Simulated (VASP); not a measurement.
Input of a VASP 6.6.1 run:

INCAR

```
SYSTEM = Sr2B3
ALGO     = Normal         ! electronic algorithm
EDIFF    = 1E-6           ! SCF threshold, eV
ENCUT    = 520            ! plane-wave cutoff, eV
GGA      = PE             ! functional
ISIF     = 2              ! what is computed and relaxed
ISMEAR   = -1             ! smearing method
ISPIN    = 2              ! spin polarisation
LASPH    = .TRUE.         ! aspherical terms in the spheres
LCHARG   = .FALSE.        ! write CHGCAR
LORBIT   = 11             ! projections on sites
LREAL    = .FALSE.        ! projectors in reciprocal space
LWAVE    = .FALSE.        ! write WAVECAR
MAGMOM   = 2 2 3 2 1 2 3 2 1 1 ! initial moments
NBANDS   = 44             ! bands
NELM     = 150            ! most SCF steps
PREC     = Accurate       ! precision mode
SIGMA    = 0.0901         ! smearing width, eV
```

File KPOINTS:

```
k-points
0
G
  3 3 5
  0 0 0
```

File POSCAR:

```
Sr2B3
1.0
    6.7575650000      0.0000000000      0.0000000000
    0.0000000000      6.7575650000      0.0000000000
    0.0000000000      0.0000000000      3.9437300000
B Sr
6 4
Direct
    0.3714000000      0.8714000000      0.5000000000
    0.1286000000      0.3714000000      0.5000000000
    0.6286000000      0.1286000000      0.5000000000
    0.8714000000      0.6286000000      0.5000000000
    0.0000000000      0.0000000000      0.5000000000
    0.5000000000      0.5000000000      0.5000000000
    0.1734000000      0.6734000000      0.0000000000
    0.3266000000      0.1734000000      0.0000000000
    0.8266000000      0.3266000000      0.0000000000
    0.6734000000      0.8266000000      0.0000000000
```

Potentials or basis: VASP PAW PBE potentials, release 64 (B, Sr_sv).

The run is started by

```console
$ cat potpaw_PBE.64/B/POTCAR potpaw_PBE.64/Sr_sv/POTCAR > POTCAR
$ mpirun -np 1 vasp_std > vasp.out
```

**Question.** Predict the site moments.

**Answer.** B +0.14, +0.02 (each value once); Sr +0.07 μB.

**Question.** Predict the net moment.

**Answer.** 1.80 μB per cell.

**Question.** Estimate the largest force.

**Answer.** 1.091 eV/Å.

Stress tensor (GPa, compression positive):
```
-1.88  0.00  0.00
 0.00 -1.88  0.00
 0.00  0.00  6.50
```

Caveat: forces of over 1 eV/Å act on the atoms, so gaps and moduli don't describe the material at rest.
